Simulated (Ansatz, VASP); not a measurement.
Os: VASP and Ansatz over several settings

```
Os
1.0
     2.69715    0.00000    0.00000
    -1.34857    2.33580    0.00000
     0.00000    0.00000    4.26132
Os
2
Direct
  0.66667 0.33333 0.75000
  0.33333 0.66667 0.25000
```

Single points on this cell with VASP 6.6.1 and Ansatz 0.2.0. Each row is one pair of runs. Alike in all rows: spin: off; k mesh: 11 × 11 × 6; smearing: fermi-dirac, width 0.05 eV; VASP's potentials, cutoff: VASP PAW PBE potentials, release 64 (Os), 520 eV.

```csv
level,"Ansatz's potentials, cutoff","gap on the k mesh at the Fermi level (eV), VASP","gap on the k mesh at the Fermi level (eV), Ansatz"
PBEsol,"Ansatz PAW, 420 eV",none,none
BLYP,"Ansatz PAW, 420 eV",none,none
r2SCAN+D3(BJ),"Ansatz PAW, 500 eV",none,none
PBE+D4,"Ansatz PAW, 420 eV",none,none
PBEsol+D3(BJ),"Ansatz PAW, 420 eV",none,none
RPBE,"Ansatz PAW, 420 eV",none,none
revPBE+D3(BJ),"Ansatz PAW, 420 eV",none,none
BLYP+D4,"Ansatz PAW, 420 eV",none,none
```

VASP's potentials hold 16 valence electrons a cell and Ansatz's 32, so a difference there can come from the potentials and not from the codes.

A gap of «none» marks a metal or a gap that the smearing closes.

Spin-orbit coupling is off throughout.
